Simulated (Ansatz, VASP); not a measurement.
# One calculation of BaH, two programs

INCAR

```
SYSTEM = BaH
PREC     = Accurate       ! precision mode
ENCUT    = 520            ! plane-wave cutoff, eV
EDIFF    = 1E-7           ! SCF threshold, eV
ISMEAR   = 0              ! smearing method
SIGMA    = 0.1            ! smearing width, eV
LREAL    = .False.        ! projectors in reciprocal space
LASPH    = .True.         ! aspherical terms in the spheres
NELM     = 60             ! most SCF steps
ALGO     = Normal         ! electronic algorithm
ISIF     = 2              ! what is computed and relaxed
LWAVE    = .False.        ! write WAVECAR
LCHARG   = .False.        ! write CHGCAR
GGA      = PE             ! functional
NBANDS   = 12             ! bands
```

File KPOINTS:

```
Automatic mesh
0
Gamma
  6 6 6
  0 0 0
```

POSCAR

```
BaH
1.0
    3.7014107200      0.0000000000      0.0000000000
    0.0000000000      3.7014107200      0.0000000000
    0.0000000000      0.0000000000      3.7014107200
Ba H
1 1
Direct
    0.0000000000      0.0000000000      0.0000000000
    0.5000000000      0.5000000000      0.5000000000
```

Input for Ansatz:

```yaml
crystal:
  lattice:
    - [3.70141072, 0.0, 0.0]
    - [0.0, 3.70141072, 0.0]
    - [0.0, 0.0, 3.70141072]
  atoms:
    - { symbol: Ba, position: [0.0, 0.0, 0.0] }
    - { symbol: H, position: [0.5, 0.5, 0.5] }
basis:
  ecutwfc: 420
kpoints:
  mp_grid: { grid: [6, 6, 6] }
hamiltonian:
  xc: pbe
scf:
  occupations: { method: gaussian, width: 0.1 }
  lower_state_search: "off"
output:
  forces: true
  stress: true
  eigenvalues: true
```

Change from the starting cell: species swapped into the YCu type (Pm-3m, No. 221).

Alike in both runs: task single point; functional PBE; k mesh 6 × 6 × 6; occupations gaussian, width 0.1 eV; no spin polarisation.

```csv
,VASP,Ansatz
version,VASP 6.6.1,Ansatz 0.2.0
potentials or method,"VASP PAW PBE potentials, release 64 (Ba_sv, H), cutoff 520 eV","scalar-relativistic, plane waves, PAW"
valence electrons in the cell,11,11
```

VASP gave:

```
gap on the k mesh at the Fermi level (eV) : none
pressure (GPa)                            : -1.6
```

Problem. Which values does Ansatz return?

Solution. gap on the k mesh at the Fermi level (eV): none; pressure (GPa): -1.9.

A gap of «none» marks a metal or a gap that the smearing closes.

Spin-orbit coupling is off throughout.
